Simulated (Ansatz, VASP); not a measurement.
# One calculation of TaN, two programs

```
Ta N
1.0
     3.36222    0.00000    0.00000
    -1.68111    2.91177    0.00000
     0.00000    0.00000    6.00694
Ta N
2 2
Direct
  0.33333 0.66667 0.03049
  0.66667 0.33333 0.53049
  0.33333 0.66667 0.35451
  0.66667 0.33333 0.85451
```

Alike in both runs: task single point; functional PBE; k mesh 18 × 18 × 8; occupations gaussian, width 0.15 eV; no spin polarisation.

|  | VASP | Ansatz |
| --- | --- | --- |
| version | VASP 6.6.1 | Ansatz 0.2.0 |
| potentials or method | VASP PAW PBE potentials, release 64 (Ta_pv, N), cutoff 520 eV | scalar-relativistic, plane waves, PAW |
| valence electrons in the cell | 32 | 36 |

|  | VASP | Ansatz | Ansatz less VASP |
| --- | --- | --- | --- |
| gap on the k mesh at the Fermi level (eV) | none | none | - |
| pressure (GPa) | -17.4 | -17.9 | -0.44 |
| traceless stress, the component that is largest in VASP (GPa) | 11.70 | 11.26 | -0.433 |
| rms of the force components (eV/Å) | 0.639 | 0.609 | -0.0307 |

Atom by atom the forces differ by 0.031 eV/Å (rms over components). A gap of «none» marks a metal or a gap that the smearing closes. The functional is the same, so the differences come from potentials, cutoffs and numerics. VASP's potentials hold 32 valence electrons a cell and Ansatz's 36, so a difference there can come from the potentials and not from the codes.

Spin-orbit coupling is off throughout.
